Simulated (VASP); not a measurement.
**InP: single point with PBE**

InP:

```
In P
1.0
     0.00000    2.95379    2.95379
     2.85365    0.00000    2.95379
     2.85365    2.95379    0.00000
In P
1 1
Direct
  0.00000 0.00000 0.00000
  0.25000 0.25000 0.25000
```

This cell differs from its parent crystal: uniaxial x strain -3.4%.

```
Program             : VASP 6.6.1
Task                : single point
Functional          : PBE
Potentials or basis : VASP PAW PBE potentials, release 64 (In_d, P)
Cutoff              : 520 eV
k mesh              : 8 × 8 × 8
Occupations         : fermi-dirac, width 0.02 eV
Spin                : no spin polarisation
```

```json
{
 "Pressure": "4.1 GPa",
 "Band gap on the k mesh": "0.66 eV, direct"
}
```

Stress tensor (GPa, compression positive):
```
4.90 0.00 0.00
0.00 3.64 0.00
0.00 0.00 3.64
```

Levels at points of the mesh, in eV from the valence-band top:
| k point | band 5 | band 6 | band 7 | band 8 | band 9 | band 10 | band 11 | band 12 | band 13 | band 14 |
| --- | --- | --- | --- | --- | --- | --- | --- | --- | --- | --- |
| (0.00, 0.00, 0.00) | -14.15 | -11.69 | -0.15 | -0.15 | 0.00 | 0.66 | 3.96 | 4.01 | 4.01 | 8.52 |
| (0.50, 0.00, 0.00) | -14.13 | -9.93 | -5.89 | -1.20 | -0.98 | 1.41 | 4.59 | 4.85 | 7.03 | 9.40 |
| (0.50, 0.50, 0.00) | -14.12 | -9.31 | -5.97 | -2.40 | -2.38 | 1.71 | 2.27 | 9.05 | 9.43 | 9.61 |
| (0.00, 0.50, 0.50) | -14.11 | -9.18 | -5.75 | -2.58 | -2.58 | 1.52 | 1.96 | 9.40 | 9.54 | 9.54 |

It took 22 s on 1 thread of AMD EPYC 9R45 96-Core Processor (Zen 5) (shared host), peak memory 0.17 GiB.

Caveat: the cell differs from its parent crystal (uniaxial x strain -3.4%); spin-orbit coupling is left out, which moves the levels of the heavy elements.
